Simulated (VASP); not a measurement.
# MoS2 in VASP: further runs

The runs below take MoS2 through single point, with LDA.

Everything below comes from runs of VASP 6.6.1. Logs are shortened: lines on timing, memory, paths and dates and some standing lists are left out, and cuts for length are marked.

### 1 The cell of the first run

The cell holds a slab with vacuum, 3 atoms: a = 3.119 Å, b = 3.119 Å, c = 16.981 Å, α = 90.00°, β = 90.00°, γ = 120.00°.

### 2 Single point, LDA (volume scaled by 0.94)

The input, INCAR:

```
ALGO = Normal
EDIFF = 1E-7
ENCUT = 520
ISIF = 2
ISMEAR = -1
LASPH = T
LCHARG = F
LREAL = F
LWAVE = F
NBANDS = 20
NELM = 80
PREC = Accurate
SIGMA = 0.05
```

The input, KPOINTS:

```
k-points
0
Gamma
  10 10 2
```

The input, POSCAR:

```
MoS2
1.0
    3.1191256785      0.0000000000      0.0000000000
   -1.5595628393      2.7012420752      0.0000000000
    0.0000000000      0.0000000000     16.9807333112
Mo S
1 2
Direct
    0.0000000000      0.0000000000      0.0000000000
    0.3333333333      0.6666666667      0.9105070200
    0.3333333333      0.6666666667      0.0894929800
```

Potentials or basis: VASP PAW LDA potentials, release 64 (Mo_sv, S).

On the command line:

```sh
$ cat potpaw_LDA.64/Mo_sv/POTCAR potpaw_LDA.64/S/POTCAR > POTCAR
$ mpirun -np 1 vasp_std > vasp.out
```

OUTCAR:

```text
EDIFF = 1E-7
   ENCUT = 520
   ISIF = 2
   ISMEAR = -1
   LASPH = T
   LREAL = F
   NELM = 80
   PREC = Accurate

 ion  position               nearest neighbor table
   1  0.000  0.000  0.000-   2 2.36   3 2.36   2 2.36   3 2.36   2 2.36   3 2.36
   2  0.333  0.667  0.911-   1 2.36   1 2.36   1 2.36
   3  0.333  0.667  0.089-   1 2.36   1 2.36   1 2.36

  LATTYP: Found a hexagonal cell.
 ALAT       =     3.1191256785
 C/A-ratio  =     5.4440683260

  Lattice vectors:

 A1 = (   3.1191256785,   0.0000000000,   0.0000000000)
 A2 = (  -1.5595628393,   2.7012420752,   0.0000000000)
 A3 = (   0.0000000000,   0.0000000000,  16.9807333112)

Analysis of symmetry for initial positions (statically):
=====================================================================
 Subroutine PRICEL returns:
 Original cell was already a primitive cell.

 Routine SETGRP: Setting up the symmetry group for a
 hexagonal supercell.

 Subroutine GETGRP returns: Found 12 space group operations
 (whereof 12 operations were pure point group operations)
 out of a pool of 24 trial point group operations.

The static configuration has the point symmetry D_3h.

Analysis of symmetry for dynamics (positions and initial velocities):
=====================================================================
 Subroutine PRICEL returns:
 Original cell was already a primitive cell.

 Routine SETGRP: Setting up the symmetry group for a
 hexagonal supercell.

 Subroutine GETGRP returns: Found 12 space group operations
 (whereof 12 operations were pure point group operations)
 out of a pool of 24 trial point group operations.

The dynamic configuration has the point symmetry D_3h.

 Subroutine INISYM returns: Found 12 space group operations
 (whereof 12 operations are pure point group operations),
 and found     1 'primitive' translations

----------------------------------------------------------------------------------------

                                     Primitive cell

  volume of cell :     143.0714

  direct lattice vectors                    reciprocal lattice vectors
     3.119125679  0.000000000  0.000000000     0.320602663  0.185100034  0.000000000
    -1.559562839  2.701242075  0.000000000     0.000000000  0.370200068  0.000000000
     0.000000000  0.000000000 16.980733311     0.000000000  0.000000000  0.058890272

  length of vectors
     3.119125679  3.119125679 16.980733311     0.370200068  0.370200068  0.058890272

  position of ions in fractional coordinates (direct lattice)
     0.000000000  0.000000000  0.000000000
     0.333333333  0.666666667  0.910507020
     0.333333333  0.666666667  0.089492980

  ion indices of the primitive-cell ions
   primitive index   ion index
                 1           1
                 2           2
                 3           3

----------------------------------------------------------------------------------------

 KPOINTS: k-points

Automatic generation of k-mesh.
 Grid dimensions read from file:
 generate k-points for:   10   10    2

 Generating k-lattice:

  Cartesian coordinates                     Fractional coordinates (reciprocal lattice)
     0.032060266  0.018510003  0.000000000     0.100000000  0.000000000  0.000000000
     0.000000000  0.037020007  0.000000000     0.000000000  0.100000000  0.000000000
     0.000000000  0.000000000  0.029445136     0.000000000  0.000000000  0.500000000

  Length of vectors
     0.037020007  0.037020007  0.029445136

  Shift w.r.t. Gamma in fractional coordinates (k-lattice)
     0.000000000  0.000000000  0.000000000

 Subroutine IBZKPT returns following result:
 ===========================================

 Found     28 irreducible k-points:

 Following reciprocal coordinates:
            Coordinates               Weight
  0.000000  0.000000  0.000000      1.000000
  0.100000  0.000000  0.000000      6.000000
  0.200000  0.000000  0.000000      6.000000
  0.300000  0.000000  0.000000      6.000000
  0.400000  0.000000  0.000000      6.000000
  0.500000  0.000000  0.000000      3.000000
[... 16 lines left out ...]
  0.300000  0.100000  0.500000     12.000000
  0.400000  0.100000  0.500000     12.000000
 [... further k-points ...]
   k-points           NKPTS =     28   k-points in BZ     NKDIM =     28   number of bands    NBANDS=     20
   number of dos      NEDOS =    301   number of ions     NIONS =      3
   total plane-waves  NPLWV =  72576
   dimension x,y,z NGX =    24 NGY =   24 NGZ =  126
   dimension x,y,z NGXF=    48 NGYF=   48 NGZF=  252
   ions per type =               1   2
   NGX,Y,Z   is equivalent  to a cutoff of  12.79, 12.79, 12.34 a.u.
   NGXF,Y,Z  is equivalent  to a cutoff of  25.58, 25.58, 24.67 a.u.
 SYSTEM =  unknown system
   PREC   = accura    normal or accurate (medium, high low for compatibility)
   ISTART =      0    job   : 0-new  1-cont  2-samecut
   ICHARG =      2    charge: 1-file 2-atom 10-const
   ISPIN  =      1    spin polarized calculation?
   LNONCOLLINEAR =      F non collinear calculations
   LSORBIT =      F    spin-orbit coupling
   LASPH  =      T    aspherical Exc in radial PAW
   ENCUT  =  520.0 eV  38.22 Ry    6.18 a.u.   5.80  5.80 31.57*2*pi/ulx,y,z
   NELM   =     80;   NELMIN=  2; NELMDL= -5     # of ELM steps
   EDIFF  = 0.1E-06   stopping-criterion for ELM
   LREAL  =      F    real-space projection
   EDIFFG = 0.1E-05   stopping-criterion for IOM
   NSW    =      0    number of steps for IOM
   IBRION =     -1    ionic relax: 0-MD 1-quasi-New 2-CG
   NFREE  =      0    steps in history (QN), initial steepest desc. (CG)
   ISIF   =      2    stress and relaxation
   ISYM   =      2    0-nonsym 1-usesym 2-fastsym
   POTIM  = 0.5000    time-step for ionic-motion
   TEBEG  =    0.0;   TEEND  =   0.0 temperature during run
   PSTRESS=    0.0 pullay stress
   NELECT =      26.0000    total number of electrons
   NUPDOWN=      -1.0000    fix difference up-down
   EMIN   =  10.00;   EMAX   =-10.00  energy-range for DOS
   EFERMI =   0.00;   METHOD = LEGACY
   ISMEAR =    -1;   SIGMA  =   0.05  broadening in eV -4-tet -1-fermi 0-gaus
   EFERMI_NEDOS =   21; number of points for ismear=-14 and -15
   IALGO  =     38    algorithm
   IMIX   =      4    mixing-type and parameters
     AMIX     =   0.40;   BMIX     =  1.00
     AMIX_MAG =   1.60;   BMIX_MAG =  1.00
  volume/ion in A,a.u.               =      47.69       321.83
  Fermi-wavevector in a.u.,A,eV,Ry     =   0.927289  1.752322 11.699167  0.859864
  Thomas-Fermi vector in A             =   2.053343
   LORBIT       =      0    0 simple, 1 ext, 2 COOP (PROOUT), +10 PAW based schemes
   GGA     = CA    functional components
   LHFCALC =     F    Hartree Fock is set to
   AEXX    =    0.0000 exact exchange contribution
   IVDW    =     0    specifies the selected vdW correction
   LEPSILON=     F    determine dielectric tensor
   LRPA    =     F    only Hartree local field effects (RPA)
 non-spin polarized calculation
  energy-cutoff  :      520.00
  volume of cell :      143.07
 maximum number of plane-waves:      3888
 NGX is ok and might be reduce to    24
   NGX = 11   NGY = 11   NGZ = 63

 number of electron      26.0000003 magnetization

 Free energy of the ion-electron system (eV)
  ---------------------------------------------------
  ext. energy  EPLUGINS =         0.00000000
  ---------------------------------------------------
  free energy    TOTEN  =       -24.34265769 eV

  energy without entropy =      -24.34265769  energy(sigma->0) =      -24.34265769

 E-fermi :  -0.4331     XC(G=0):  -4.6384

 val. band max:       -1.3673338262   @ k =   0.0000   0.0000   0.0000
 cond. band min:       0.5476268548   @ k =   0.3000   0.3000   0.5000
 fundamental gap:      1.9149606810
 Fermi energy:        -0.4331176832

 k-point     1 :       0.0000    0.0000    0.0000
  band No.  band energies     occupation
      1     -61.7749      2.00000
      2     -36.1851      2.00000
      3     -35.8936      2.00000
      4     -35.8936      2.00000
      5     -15.7347      2.00000
      6     -14.2119      2.00000
[... 12 lines left out ...]
     19       4.5155      0.00000
     20       5.0282      0.00000

 k-point     2 :       0.1000    0.0000    0.0000
  band No.  band energies     occupation
      1     -61.7700      2.00000
      2     -36.1756      2.00000
      3     -35.9411      2.00000
      4     -35.9042      2.00000
      5     -15.5705      2.00000
      6     -14.1528      2.00000
[... 12 lines left out ...]
     19       4.7140      0.00000
     20       5.6505      0.00000

 k-point     3 :       0.2000    0.0000    0.0000
  band No.  band energies     occupation
      1     -61.7570      2.00000
      2     -36.1506      2.00000
      3     -36.0640      2.00000
      4     -35.9320      2.00000
      5     -15.1156      2.00000
      6     -13.9896      2.00000
[... 12 lines left out ...]
     19       5.2754      0.00000
     20       6.3257      0.00000

 k-point     4 :       0.3000    0.0000    0.0000
  band No.  band energies     occupation
      1     -61.7410      2.00000
      2     -36.2127      2.00000
      3     -36.1195      2.00000
      4     -35.9661      2.00000
      5     -14.4856      2.00000
      6     -13.7678      2.00000
[... 12 lines left out ...]
     19       6.0201      0.00000
     20       6.9702      0.00000

 k-point     5 :       0.4000    0.0000    0.0000
  band No.  band energies     occupation
      1     -61.7280      2.00000
      2     -36.3306      2.00000
      3     -36.0943      2.00000
      4     -35.9935      2.00000
      5     -13.8910      2.00000
      6     -13.5673      2.00000
[... 12 lines left out ...]
     19       6.3913      0.00000
     20       6.7041      0.00000
[... 353 lines left out ...]
      6     -14.0411      2.00000
[... 12 lines left out ...]
     19       5.0286      0.00000
     20       6.2861      0.00000

 k-point    22 :       0.2000    0.1000    0.5000
  band No.  band energies     occupation
      1     -61.7465      2.00000
      2     -36.1502      2.00000
      3     -36.1303      2.00000
      4     -35.9662      2.00000
      5     -14.7145      2.00000
      6     -13.8451      2.00000
[... 12 lines left out ...]
     19       5.6903      0.00000
     20       6.9669      0.00000

 k-point    23 :       0.3000    0.1000    0.5000
  band No.  band energies     occupation
      1     -61.7320      2.00000
      2     -36.2747      2.00000
      3     -36.1021      2.00000
      4     -36.0057      2.00000
      5     -14.0896      2.00000
      6     -13.6247      2.00000
[... 12 lines left out ...]
     19       6.5007      0.00000
     20       6.9128      0.00000

 k-point    24 :       0.4000    0.1000    0.5000
  band No.  band energies     occupation
      1     -61.7230      2.00000
      2     -36.3505      2.00000
      3     -36.0846      2.00000
      4     -36.0300      2.00000
      5     -13.6432      2.00000
      6     -13.4725      2.00000
[... 12 lines left out ...]
     19       7.1419      0.00000
     20       7.3865      0.00000

 [... further k-points ...]
[... 5 lines left out ...]
  --------------------------------------------------------------------------------------
  -------------------------------------------------------------------------------------
  Total        0.8526864      0.8526864      2.1441520     -0.0000000      0.0000000     -0.0000000
  in kB        9.5487625      9.5487625     24.0111710     -0.0000000      0.0000000     -0.0000000
  external PRESSURE =      14.3695653 kB  Pullay stress =       0.0000000 kB

 VOLUME and BASIS-vectors are now :
 -----------------------------------------------------------------------------
  energy-cutoff  :      520.00
  volume of cell :      143.07
      direct lattice vectors                 reciprocal lattice vectors
     3.119125679  0.000000000  0.000000000     0.320602663  0.185100034  0.000000000
    -1.559562839  2.701242075  0.000000000     0.000000000  0.370200068  0.000000000
     0.000000000  0.000000000 16.980733311     0.000000000  0.000000000  0.058890272

 POSITION                                       TOTAL-FORCE (eV/Angst)
 -----------------------------------------------------------------------------------
      0.00000      0.00000      0.00000         0.000000      0.000000      0.000000
     -0.00000      1.80083     15.46108        -0.000000     -0.000000     -0.713774
     -0.00000      1.80083      1.51966         0.000000      0.000000      0.713774
 -----------------------------------------------------------------------------------
    total drift:                                0.000000     -0.000000     -0.000000

  FREE ENERGIE OF THE ION-ELECTRON SYSTEM (eV)
  ---------------------------------------------------
  free  energy   TOTEN  =       -24.3426576872 eV

  energy  without entropy=      -24.3426576864  energy(sigma->0) =      -24.34265769
```

It took 3.1 min on 1 thread of AMD EPYC 7R13, shared host; peak memory 0.21 GiB.

What came out:

```yaml
Free_energy: -24.3427 eV
Largest_force: 0.714 eV/Å
Band_gap_on_the_k_mesh: 1.91 eV, indirect (least direct gap 2.10 eV)
```

Forces in eV/Å, atoms in the order of the input:
```
Mo   0.000  0.000  0.000
S    0.000  0.000 -0.714
S    0.000  0.000  0.714
```

### 3 Single point, LDA (volume scaled by 0.96)

The input, INCAR:

```
ALGO = Normal ; EDIFF = 1E-6
ENCUT = 520 ; GGA = CA
ISIF = 2 ; ISMEAR = -1
LASPH = True ; LCHARG = False
LREAL = False ; LWAVE = False
NBANDS = 20 ; NELM = 60
PREC = Accurate ; SIGMA = 0.05
```

KPOINTS is that of step 2.

The input, POSCAR:

```
MoS2
1.0
    3.1410920760      0.0000000000      0.0000000000
   -1.5705460380      2.7202655334      0.0000000000
    0.0000000000      0.0000000000     17.1003198802
Mo S
1 2
Direct
    0.0000000000      0.0000000000      0.0000000000
    0.3333333333      0.6666666667      0.9105070200
    0.3333333333      0.6666666667      0.0894929800
```

Potentials or basis: VASP PAW LDA potentials, release 64 (Mo_sv, S).

On the command line:

```sh
$ cat potpaw_LDA.64/Mo_sv/POTCAR potpaw_LDA.64/S/POTCAR > POTCAR
$ mpirun -np 1 vasp_std > vasp.out
```

It took 2.4 min on 1 thread of AMD EPYC 7R13, shared host; peak memory 0.21 GiB.

The run converged. Its results:

- Free energy: -24.3582 eV
- Largest force: 0.321 eV/Å
- Band gap on the k mesh: 1.85 eV, indirect (least direct gap 2.04 eV)

Forces on the atoms (eV/Å):
```
Mo   0.000  0.000  0.000
S    0.000  0.000 -0.321
S    0.000  0.000  0.321
```

Levels at points of the mesh, in eV from the valence-band top:
| k point | band 10 | band 11 | band 12 | band 13 | band 14 | band 15 | band 16 | band 17 |
| --- | --- | --- | --- | --- | --- | --- | --- | --- |
| (0.00, 0.00, 0.00) | -1.80 | -1.60 | -1.60 | 0.00 | 2.88 | 2.88 | 3.23 | 3.23 |
| (0.50, 0.00, 0.00) | -3.34 | -1.85 | -0.97 | -0.65 | 2.35 | 2.89 | 3.99 | 4.59 |
| (0.00, 0.00, 0.50) | -1.80 | -1.60 | -1.60 | 0.00 | 2.88 | 2.88 | 3.23 | 3.23 |
| (0.50, 0.00, 0.50) | -3.34 | -1.85 | -0.97 | -0.65 | 2.35 | 2.89 | 3.99 | 4.59 |

### 4 Single point, LDA (volume scaled by 0.98)

The input, INCAR:

```
PREC = Accurate
ENCUT = 520
EDIFF = 1E-7
ISMEAR = -1
SIGMA = 0.05
LREAL = F
LASPH = T
NELM = 80
ALGO = Normal
ISIF = 2
LWAVE = F
LCHARG = F
NBANDS = 20
```

The input, KPOINTS:

```
regular mesh
0
Gamma
  10 10 2
```

The input, POSCAR:

```
MoS2
1.0
    3.1627554646      0.0000000000      0.0000000000
   -1.5813777323      2.7390265783      0.0000000000
    0.0000000000      0.0000000000     17.2182568475
Mo S
1 2
Direct
    0.0000000000      0.0000000000      0.0000000000
    0.3333333333      0.6666666667      0.9105070200
    0.3333333333      0.6666666667      0.0894929800
```

On the command line:

```sh
$ cat potpaw_LDA.64/Mo_sv/POTCAR potpaw_LDA.64/S/POTCAR > POTCAR
$ mpirun -np 1 vasp_std > vasp.out
```

It took 2.9 min on 1 thread of AMD EPYC 7R13, shared host; peak memory 0.22 GiB.

It converged, with:

* Free energy: -24.3507 eV
* Largest force: 0.042 eV/Å
* Band gap on the k mesh: 1.80 eV, indirect (least direct gap 1.99 eV)

Forces on the atoms (eV/Å):
```
Mo   0.000  0.000  0.000
S    0.000  0.000  0.042
S    0.000  0.000 -0.042
```

Levels at points of the mesh, in eV from the valence-band top:
| k point | band 9 | band 10 | band 11 | band 12 | band 13 | band 14 | band 15 | band 16 | band 17 | band 18 |
| --- | --- | --- | --- | --- | --- | --- | --- | --- | --- | --- |
| (0.00, 0.00, 0.00) | -2.75 | -1.78 | -1.59 | -1.59 | 0.00 | 2.81 | 2.81 | 3.13 | 3.13 | 5.53 |
| (0.50, 0.00, 0.00) | -4.16 | -3.28 | -1.85 | -0.99 | -0.65 | 2.27 | 2.80 | 3.91 | 4.46 | 6.11 |
| (0.00, 0.00, 0.50) | -2.75 | -1.78 | -1.59 | -1.59 | 0.00 | 2.81 | 2.81 | 3.13 | 3.13 | 5.62 |
| (0.50, 0.00, 0.50) | -4.16 | -3.28 | -1.85 | -0.99 | -0.65 | 2.27 | 2.80 | 3.91 | 4.46 | 6.11 |

### 5 Single point, LDA (volume scaled by 1.04)

The input, INCAR:

```
SYSTEM = MoS2
ALGO = Normal ; EDIFF = 1E-6
ENCUT = 520 ; GGA = CA
ISIF = 2 ; ISMEAR = -1
LASPH = .True. ; LCHARG = .True.
LELF = .True. ; LREAL = .False.
LVHAR = .True. ; LWAVE = .False.
NBANDS = 20 ; NELM = 60
PREC = Accurate ; SIGMA = 0.05
```

The input, KPOINTS:

```
k-points
0
Gamma
  10 10 2
  0 0 0
```

The input, POSCAR:

```
MoS2
1.0
    3.2260272831      0.0000000000      0.0000000000
   -1.6130136416      2.7938215805      0.0000000000
    0.0000000000      0.0000000000     17.5627129508
Mo S
1 2
Direct
    0.0000000000      0.0000000000      0.0000000000
    0.3333333333      0.6666666667      0.9105070200
    0.3333333333      0.6666666667      0.0894929800
```

On the command line:

```sh
$ cat potpaw_LDA.64/Mo_sv/POTCAR potpaw_LDA.64/S/POTCAR > POTCAR
$ mpirun -np 1 vasp_std > vasp.out
```

It took 2.8 min on 1 thread of AMD EPYC 7R13, shared host; peak memory 0.23 GiB.

The run converged. Its results:

```
Free energy            : -24.2140 eV
Largest force          : 0.973 eV/Å
Band gap on the k mesh : 1.64 eV, indirect (least direct gap 1.82 eV)
```

Forces in eV/Å, atoms in the order of the input:
```
Mo   0.000  0.000  0.000
S    0.000  0.000  0.973
S    0.000  0.000 -0.973
```

Levels at points of the mesh, in eV from the valence-band top:
| k point | band 11 | band 12 | band 13 | band 14 | band 15 | band 16 |
| --- | --- | --- | --- | --- | --- | --- |
| (0.00, 0.00, 0.00) | -1.54 | -1.54 | 0.00 | 2.60 | 2.60 | 2.84 |
| (0.50, 0.00, 0.00) | -1.83 | -1.03 | -0.64 | 2.06 | 2.55 | 3.67 |
| (0.00, 0.00, 0.50) | -1.54 | -1.54 | 0.00 | 2.60 | 2.60 | 2.84 |
| (0.50, 0.00, 0.50) | -1.83 | -1.03 | -0.64 | 2.06 | 2.55 | 3.67 |

[end of part 1 of 2]
